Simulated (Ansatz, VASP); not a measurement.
# Si3N4: VASP beside Ansatz

```
Si N
1.0
     0.00000    3.81511    3.81511
     3.81511    0.00000    3.81511
     3.81511    3.81511    0.00000
Si N
6 8
Direct
  0.12500 0.12500 0.62500
  0.12500 0.62500 0.12500
  0.62500 0.12500 0.12500
  0.12500 0.12500 0.12500
  0.75000 0.75000 0.75000
  0.50000 0.50000 0.50000
  0.36787 0.36787 0.36787
  0.35361 0.88213 0.88213
  0.88213 0.88213 0.35361
  0.88213 0.35361 0.88213
  0.36787 0.36787 0.89639
  0.36787 0.89639 0.36787
  0.88213 0.88213 0.88213
  0.89639 0.36787 0.36787
```

Alike in both runs: functional PBE; k mesh 6 × 6 × 6; occupations gaussian, width 0.02 eV; no spin polarisation.

Ansatz relaxed the structure, and its values are those at the end. VASP's run is a single point on that final structure, the one shown.

|  | VASP | Ansatz |
| --- | --- | --- |
| version | VASP 6.6.1 | Ansatz 0.2.0 |
| potentials or method | VASP PAW PBE potentials, release 64 (Si, N), cutoff 520 eV | scalar-relativistic, plane waves, PAW |
| valence electrons in the cell | 64 | 64 |

Ansatz gave:

```
gap on the k mesh at the Fermi level (eV) : 3.59
least direct gap on the mesh (eV)         : 3.61
pressure (GPa)                            : 20.6
rms of the force components (eV/Å)        : 0.000
```

**Question.** What did VASP give for the same quantities?

**Answer.** gap on the k mesh at the Fermi level (eV): 3.58; least direct gap on the mesh (eV): 3.60; pressure (GPa): 20.4; rms of the force components (eV/Å): 0.004.

With one functional, cell and mesh, what is left measures potentials, basis and numerics. Ansatz's warnings: stress scf threshold loose.
